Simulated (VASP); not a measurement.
## OsSe: single point with r2SCAN

OsSe:

```
Os Se
1.0
     0.00000    2.73478    2.73478
     2.73478    0.00000    2.73478
     2.73478    2.73478    0.00000
Os Se
1 1
Direct
  0.00000 0.00000 0.00000
  0.25000 0.25000 0.25000
```

```yaml
Program: VASP 6.6.1
Task: single point
Functional: r2SCAN
Potentials_or_basis: VASP PAW PBE potentials, release 64 (Os, Se)
Cutoff: 520 eV
k_mesh: 10 × 10 × 10
Occupations: gaussian, width 0.05 eV
Spin: no spin polarisation
Dipole_correction: no
Further_INCAR_settings: ALGO = Normal; EDIFF = 1e-07; NBANDS = 14
```

```
Pressure               : 0.6 GPa
Band gap on the k mesh : zero (band 7 reaches 7.75 eV, above the bottom of band 8 at 5.12 eV)
```

Levels at points of the mesh, in eV from the Fermi level:
```
           k point  band 4  band 5  band 6  band 7  band 8  band 9  band 10  band 11
(0.00, 0.00, 0.00)   -6.35   -2.15   -2.15    1.25    4.16    4.16     4.16     7.44
(0.50, 0.00, 0.00)   -5.92   -1.78   -1.78   -1.49    1.66    1.66     3.59     9.22
(0.50, 0.50, 0.00)   -5.02   -2.62   -1.74   -1.35   -0.42   -0.42     6.19     6.94
```

Wall time 57 s on 1 thread of Intel(R) Xeon(R) 6975P-C (Granite Rapids), on a shared host, peak memory 0.19 GiB.

Caveat: the PAW data sets were made with another functional, which shifts forces and pressure a little; spin-orbit coupling is left out, which moves the levels of the heavy elements.
